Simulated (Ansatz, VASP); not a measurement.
## PbW in VASP and in Ansatz

```
CELL_PARAMETERS angstrom
0.00000 3.15943 3.15943
3.15943 0.00000 3.15943
3.15943 3.15943 0.00000
ATOMIC_POSITIONS crystal
Pb 0.25000 0.25000 0.25000
W 0.00000 0.00000 0.00000
```

Change from the starting cell: species swapped into the GaP type (F-43m, No. 216).

Alike in both runs: functional PBE; k mesh 6 × 6 × 6; occupations gaussian, width 0.1 eV; no spin polarisation.

Ansatz relaxed the structure, and its values are those at the end. VASP's run is a single point on that final structure, the one shown.

|  | VASP | Ansatz |
| --- | --- | --- |
| version | VASP 6.6.1 | Ansatz 0.2.0 |
| potentials or method | VASP PAW PBE potentials, release 64 (Pb_d, W_sv), cutoff 520 eV | scalar-relativistic, plane waves, PAW |
| valence electrons in the cell | 28 | 28 |

```tsv
	VASP	Ansatz	Ansatz less VASP
gap on the k mesh at the Fermi level (eV)	none	none	-
pressure (GPa)	0.0	0.0	+0.01
```

A gap of «none» marks a metal or a gap that the smearing closes.

Spin-orbit coupling is off throughout.
